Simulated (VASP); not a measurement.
Here is a VASP 6.6.1 calculation.

File INCAR:

```
ALGO = Normal
EDIFF = 1E-6
ENCUT = 520
GGA = PE
ISIF = 2
ISMEAR = 0
LASPH = T
LCHARG = F
LREAL = F
LWAVE = F
NBANDS = 14
NELM = 60
PREC = Accurate
SIGMA = 0.1
```

Contents of KPOINTS:

```
k-points
0
Gamma
  14 14 14
```

File POSCAR:

```
SbC2
1.0
    0.0000000000      2.7294793173      2.7294793173
    2.7294793173      0.0000000000      2.7294793173
    2.7294793173      2.7294793173      0.0000000000
Sb C
1 2
Direct
    0.0000000000      0.0000000000      0.0000000000
    0.2500000000      0.2500000000      0.2500000000
    0.7500000000      0.7500000000      0.7500000000
```

Potentials or basis: VASP PAW PBE potentials, release 64 (Sb, C).

Run with:

```console
$ cat potpaw_PBE.64/Sb/POTCAR potpaw_PBE.64/C/POTCAR > POTCAR
$ mpirun -np 1 vasp_std > vasp.out
```

Q: Estimate the pressure.

A: 0.0 GPa.
